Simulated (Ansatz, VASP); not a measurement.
## BAs in VASP and in Ansatz

INCAR

```
ALGO = Normal ; EDIFF = 1E-6
EDIFFG = -0.005 ; ENCUT = 600
IBRION = 2 ; ISIF = 3
ISMEAR = 0 ; LASPH = True
LCHARG = False ; LREAL = False
LWAVE = False ; NELM = 100
NSW = 80 ; PREC = Accurate
SIGMA = 0.01
```

File KPOINTS:

```
k-points
0
Gamma
  8 8 8
```

Contents of POSCAR:

```
BAs
1.0
    0.0000000000      2.3885000000      2.3885000000
    2.3885000000      0.0000000000      2.3885000000
    2.3885000000      2.3885000000      0.0000000000
B As
1 1
Direct
    0.0000000000      0.0000000000      0.0000000000
    0.2500000000      0.2500000000      0.2500000000
```

Input for Ansatz:

```yaml
crystal:
  lattice:
    - [0.0, 2.3885, 2.3885]
    - [2.3885, 0.0, 2.3885]
    - [2.3885, 2.3885, 0.0]
  atoms:
    - { symbol: B, position: [0.0, 0.0, 0.0] }
    - { symbol: As, position: [0.25, 0.25, 0.25] }
kpoints:
  mp_grid:
    grid: [8, 8, 8]
hamiltonian:
  xc: lda
  dispersion: none
scf:
  convergence:
    dr2_threshold: 1.0e-10
  occupations:
    method: fixed
relax:
  f_tol: 0.005
  cell: {}
```

Alike in both runs: task relaxation of cell and atoms; functional LDA; k mesh 8 × 8 × 8; no spin polarisation.

```csv
,VASP,Ansatz
version,VASP 6.6.1,Ansatz 0.2.0
potentials or method,"VASP PAW LDA potentials, release 64 (B, As)","plane waves, PAW"
plane-wave cutoff (eV),600,420
occupations,"gaussian, width 0.01 eV",fixed
valence electrons in the cell,8,18
```

|  | VASP | Ansatz | Ansatz less VASP |
| --- | --- | --- | --- |
| relaxed volume (Å³/atom) | 13.33 | 13.24 | -0.088 |
| relaxed cell length with the largest relative difference (Å) | 3.353 | 3.346 | -0.0074 |

LDA's correlation is that of Perdew and Zunger in VASP and of Perdew and Wang (1992) in Ansatz. VASP's potentials hold 8 valence electrons a cell and Ansatz's 18, so a difference there can come from the potentials and not from the codes.
